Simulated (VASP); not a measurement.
Runs of VASP 6.6.1 on Al2BiN. The structure is that of space group P-4m2 (No. 115), or close to it. The cells are those of the table. 

| task | level | cell | cutoff (eV) | gap on the mesh (eV) | pressure (GPa) | relaxed volume (Å³/atom) |
| --- | --- | --- | --- | --- | --- | --- |
| relaxation of cell and atoms | PBE | relaxed from a = 3.629, b = 3.629, c = 5.132 Å, 4 atoms | 600 | none | 0.0 | 19.21 |
| relaxation of cell and atoms | r2SCAN | relaxed from a = 3.470, b = 3.470, c = 6.416 Å, 4 atoms | 600 | none | 0.0 | 18.33 |
| single point | r2SCAN | a = 3.482, b = 3.482, c = 6.099 Å, 4 atoms | 520 | none | (a) | - |
| single point | PBE | a = 3.470, b = 3.470, c = 6.416 Å, 4 atoms | 520 | none | -0.1 | - |

Alike in all rows: potentials or basis VASP PAW PBE potentials, release 64 (N, Al, Bi_d); no spin polarisation; k mesh 6 × 6 × 4; smearing fermi-dirac 0.02 eV.

Task: Fill in the values left out.

Result: (a) -0.2.

Caveats: spin-orbit coupling is left out, which moves the levels of the heavy elements; the PAW data sets were made with another functional, which shifts forces and pressure a little (some runs).

A k mesh can miss the band edges, and the runs leave out spin-orbit coupling on Bi.

A gap of «none» marks levels without a gap at the run's occupations.
